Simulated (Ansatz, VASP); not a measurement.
## TiCd: VASP beside Ansatz

```xyz
4
Lattice="2.8286 0.0000 0.0000 0.0000 2.8286 0.0000 0.0000 0.0000 8.7544" Properties=species:S:1:pos:R:3 pbc="T T T"
Ti    0.0000    1.4143    5.3523
Ti    1.4143    0.0000    3.4022
Cd    0.0000    1.4143    1.1633
Cd    1.4143    0.0000    7.5912
```

Alike in both runs: functional LDA; k mesh 14 × 14 × 6; occupations fermi-dirac, width 0.15 eV; no spin polarisation.

Ansatz relaxed the structure, and its values are those at the end. VASP's run is a single point on that final structure, the one shown.

```csv
,VASP,Ansatz
version,VASP 6.6.1,Ansatz 0.2.0
potentials or method,"VASP PAW LDA potentials, release 64 (Ti_sv, Cd), cutoff 520 eV","scalar-relativistic, plane waves, PAW"
valence electrons in the cell,48,64
```

```tsv
	VASP	Ansatz	Ansatz less VASP
gap on the k mesh at the Fermi level (eV)	none	none	-
pressure (GPa)	0.8	0.0	-0.84
rms of the force components (eV/Å)	0.013	0.000	-0.0133
```

LDA's correlation is that of Perdew and Zunger in VASP and of Perdew and Wang (1992) in Ansatz. A gap of «none» marks a metal or a gap that the smearing closes. VASP's potentials hold 48 valence electrons a cell and Ansatz's 64, so a difference there can come from the potentials and not from the codes.
